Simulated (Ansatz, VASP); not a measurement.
HfH2 in VASP and in Ansatz

Contents of INCAR:

```
SYSTEM = HfH2
PREC = Accurate
ENCUT = 520
EDIFF = 1E-7
ISMEAR = 0
SIGMA = 0.1
LREAL = .FALSE.
LASPH = .TRUE.
NELM = 100
ALGO = Normal
ISIF = 2
LWAVE = .FALSE.
LCHARG = .FALSE.
GGA = PS
NBANDS = 21
```

File KPOINTS:

```
regular mesh
0
G
  10 10 8
  0 0 0
```

Contents of POSCAR:

```
HfH2
1.0
    3.4642691193      0.0000000000      0.0000000000
    0.0000000000      3.4642691193      0.0000000000
    0.0000000000      0.0000000000      4.2376716334
Hf H
2 4
Direct
    0.0000000000      0.0000000000      0.0000000000
    0.5000000000      0.5000000000      0.5000000000
    0.0000000000      0.5000000000      0.2500000000
    0.5000000000      0.0000000000      0.2500000000
    0.5000000000      0.0000000000      0.7500000000
    0.0000000000      0.5000000000      0.7500000000
```

Input for Ansatz:

```yaml
crystal:
  lattice:
    - [3.4642691193, 0.0, 0.0]
    - [0.0, 3.4642691193, 0.0]
    - [0.0, 0.0, 4.2376716334]
  atoms:
    - { symbol: Hf, position: [0.0, 0.0, 0.0] }
    - { symbol: Hf, position: [0.5, 0.5, 0.5] }
    - { symbol: H, position: [0.0, 0.5, 0.25] }
    - { symbol: H, position: [0.5, 0.0, 0.25] }
    - { symbol: H, position: [0.5, 0.0, 0.75] }
    - { symbol: H, position: [0.0, 0.5, 0.75] }
basis:
  ecutwfc: 420
kpoints:
  mp_grid: { grid: [10, 10, 8] }
hamiltonian:
  xc: pbesol
scf:
  occupations: { method: gaussian, width: 0.1 }
output:
  forces: true
  stress: true
  eigenvalues: true
```

Alike in both runs: task single point; functional PBEsol; k mesh 10 × 10 × 8; occupations gaussian, width 0.1 eV; no spin polarisation.

|  | VASP | Ansatz |
| --- | --- | --- |
| version | VASP 6.6.1 | Ansatz 0.2.0 |
| potentials or method | VASP PAW PBE potentials, release 64 (Hf_pv, H), cutoff 520 eV | scalar-relativistic, plane waves, PAW |
| valence electrons in the cell | 24 | 56 |

|  | VASP | Ansatz | Ansatz less VASP |
| --- | --- | --- | --- |
| gap on the k mesh at the Fermi level (eV) | none | none | - |
| pressure (GPa) | -0.7 | 0.0 | +0.69 |
| traceless stress, the component that is largest in VASP (GPa) | -0.29 | -0.31 | -0.020 |

VASP's potentials were made for PBE, not for PBEsol. A gap of «none» marks a metal or a gap that the smearing closes. VASP's potentials hold 24 valence electrons a cell and Ansatz's 56, so a difference there can come from the potentials and not from the codes.

Neither program's run includes spin-orbit coupling.
